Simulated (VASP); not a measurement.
Wanted: the native input for a VASP 6.6.1 run.

| Quantity | Value |
| --- | --- |
| Task | single point |
| Functional | PBE |
| Potentials or basis | VASP PAW PBE potentials, release 64 (N, Al) |
| Cutoff | 520 eV |
| k mesh | 9 × 9 × 1 |
| Occupations | gaussian, width 0.05 eV |
| Spin | collinear spin |
| Starting moments | [0.0, 0.0, 0.0, 0.0, 3.0, 0.0, 0.0, 0.0, 0.0] μB |
| Dipole correction | yes |
| Further INCAR settings | ALGO = Fast; EDIFF = 1e-06; NBANDS = 32 |

The structure of Al4N5 lies in POSCAR:

```
Al4N5
1.0
    3.1297683445      0.0000000000      0.0000000000
   -1.5648841723      2.7104588943      0.0000000000
    0.0000000000      0.0000000000     25.0621509606
N Al
5 4
Direct
    0.3333333333      0.6666666667      0.1596032203
    0.6666666667      0.3333333333      0.2597004396
    0.3333333333      0.6666666667      0.3620561642
    0.6666666667      0.3333333333      0.4610505141
    0.6666666667      0.6666666667      0.5359536371
    0.6666666667      0.3333333333      0.1833176549
    0.3333333333      0.6666666667      0.2834148742
    0.6666666667      0.3333333333      0.3814237064
    0.3333333333      0.6666666667      0.4812895341
```

The input as run:

INCAR

```
PREC = Accurate ; ENCUT = 520
EDIFF = 1E-6 ; ISMEAR = 0
SIGMA = 0.05 ; LREAL = F
LASPH = T ; NELM = 150
ALGO = Fast ; ISIF = 2
LWAVE = F ; LCHARG = F
ISPIN = 2 ; MAGMOM = 0 0 0 0 3 0 0 0 0
LORBIT = 11 ; LDIPOL = T
IDIPOL = 3 ; DIPOL = 0.5 0.5 0.345
GGA = PE ; NBANDS = 32
```

KPOINTS

```
Automatic mesh
0
Gamma
  9 9 1
```

Potentials or basis: VASP PAW PBE potentials, release 64 (N, Al).

Command:

```sh
$ cat potpaw_PBE.64/N/POTCAR potpaw_PBE.64/Al/POTCAR > POTCAR
$ mpirun -np 1 vasp_std > vasp.out
```

Results of the run:

```json
{"Largest force": "3.624 eV/Å", "Net moment": "1.92 μB per cell", "Site moments": "N +0.35, +0.03, +0.00, +0.06, +0.83; Al -0.00, +0.00, +0.01 (each value once) μB", "Valence electrons inside the program's atomic spheres": "N 3.70, 3.84, 3.86, 3.83, 3.49; Al 0.80, 0.79, 0.86 (each value once)"}
```

Run time: 98 min on 1 thread of Oxide Virtual Turin-like Processor (shared host), peak memory 0.62 GiB.
